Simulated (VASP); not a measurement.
Write the native input for VASP 6.6.1 that does the following.

| Item | Value |
| --- | --- |
| Task | single point |
| Functional | PBE |
| Potentials or basis | VASP PAW PBE potentials, release 64 (C, Mg) |
| Cutoff | 520 eV |
| k mesh | 2 × 2 × 1 |
| Occupations | fermi-dirac, width 0.02 eV |
| Spin | no spin polarisation |
| Dipole correction | no |
| Further INCAR settings | LREAL = Auto; ALGO = Normal; EDIFF = 1e-07; NBANDS = 52 |

The structure of MgC18 lies in POSCAR:

```
MgC18
1.0
    7.3980000000      0.0000000000      0.0000000000
   -3.6990000000      6.4068560000      0.0000000000
    0.0000000000      0.0000000000     13.0000000000
C Mg
18 1
Direct
   -0.0005024812     -0.0009733323      0.0691064615
    0.2227194326      0.1121055319      0.0690536923
   -0.0004996405      0.3323516246      0.0691820769
    0.2227064497      0.4454212800      0.0691666923
   -0.0004932477      0.6656801714      0.0692033077
    0.2227106018      0.7787496707      0.0691682308
    0.3328624823     -0.0009733323      0.0691064615
    0.5560604928      0.1120947622      0.0691316154
    0.3328472395      0.3323611456      0.0691352308
    0.5560481636      0.4454212800      0.0691666923
    0.3328405845      0.6656795470      0.0691769231
    0.5560429067      0.7787524802      0.0691836154
    0.6661833563     -0.0009666208      0.0691604615
    0.8893676028      0.1120947622      0.0691316154
    0.6661845984      0.3323516246      0.0691820769
    0.8893736387      0.4454139441      0.0692381538
    0.6661722958      0.6656795470      0.0691769231
    0.8893724022      0.7787496707      0.0691682308
    0.1851883097      1.0370432861      0.3843923846
```

These files were run (other wordings do the same):

INCAR

```
PREC = Accurate
ENCUT = 520
EDIFF = 1E-7
ISMEAR = -1
SIGMA = 0.02
LREAL = Auto
LASPH = T
NELM = 100
ALGO = Normal
ISIF = 2
LWAVE = F
LCHARG = T
GGA = PE
LELF = T
LVHAR = T
NBANDS = 52
```

KPOINTS

```
Automatic mesh
0
Gamma
  2 2 1
```

Potentials or basis: VASP PAW PBE potentials, release 64 (C, Mg).

Command:

```bash
$ cat potpaw_PBE.64/C/POTCAR potpaw_PBE.64/Mg/POTCAR > POTCAR
$ mpirun -np 1 vasp_std > vasp.out
```

It gave:

```yaml
Largest_force: 0.014 eV/Å
Band_gap_on_the_k_mesh: 0.16 eV, direct
```

Caveat: the k points lie up to 0.49 Å⁻¹ apart.

It took 4 min on 1 thread of Intel Xeon 6975P-C (shared host), peak memory 0.61 GiB.
